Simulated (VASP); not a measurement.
Wanted: the native input for a VASP 6.6.1 run.

- Task: relaxation of cell and atoms
- Functional: RPBE
- Potentials or basis: VASP PAW PBE potentials, release 64 (Nb_sv)
- Cutoff: 500 eV
- k mesh: 9 × 9 × 9
- Occupations: gaussian, width 0.1 eV
- Spin: no spin polarisation
- Target pressure: 5 GPa
- Dipole correction: no
- Further INCAR settings: ALGO = Normal; EDIFF = 1e-07; IBRION = 2; EDIFFG = -0.02; NSW = 80; ISIF = 3

The structure of Nb lies in POSCAR:

```
Nb
1.0
    0.0000000000      2.0950000000      2.0950000000
    2.0950000000      0.0000000000      2.0950000000
    2.0950000000      2.0950000000      0.0000000000
Nb
1
Direct
    0.0000000000      0.0000000000      0.0000000000
```

This isn't the form of Nb at room conditions, which is bcc.

These files were run (other wordings do the same):

INCAR

```
SYSTEM = Nb
  ALGO = Normal
  EDIFF = 1E-7
  EDIFFG = -0.02
  ENCUT = 500
  GGA = RP
  GGA_COMPAT = .FALSE.
  IBRION = 2
  ISIF = 3
  ISMEAR = 0
  LASPH = .TRUE.
  LCHARG = .FALSE.
  LREAL = .FALSE.
  LWAVE = .FALSE.
  NELM = 120
  NELMIN = 4
  NSW = 80
  PREC = Accurate
  PSTRESS = 50.0
  SIGMA = 0.1
```

KPOINTS

```
k-points
0
G
  9 9 9
  0 0 0
```

Potentials or basis: VASP PAW PBE potentials, release 64 (Nb_sv).

The run is started by

```sh
$ cat potpaw_PBE.64/Nb_sv/POTCAR > POTCAR
$ mpirun -np 1 vasp_std > vasp.out
```

It gave:

```
Relaxed volume                                             : 18.62 Å³/atom
Relaxed cell                                               : a = 2.975 Å, b = 2.975 Å, c = 2.975 Å, α = 60.00°, β = 60.00°, γ = 60.00°
Space group after relaxing (to 0.1 Å)                      : Fm-3m (No. 225)
Energy change on relaxing (the run minimises the enthalpy) : -8.6 meV/atom
Ionic steps                                                : 3
Pressure after relaxing                                    : 5.0 GPa
Band gap on the k mesh                                     : zero (an odd number of electrons rules out a gap without spin polarisation)
```

Caveat: the cell is relaxed towards a set pressure, so the run minimises the enthalpy, not the energy; the PAW data sets were made with another functional, which shifts forces and pressure a little.

Wall time 13 s on 1 thread of Intel(R) Xeon(R) Platinum 8488C (Sapphire Rapids), with other jobs on the host, peak memory 0.14 GiB.
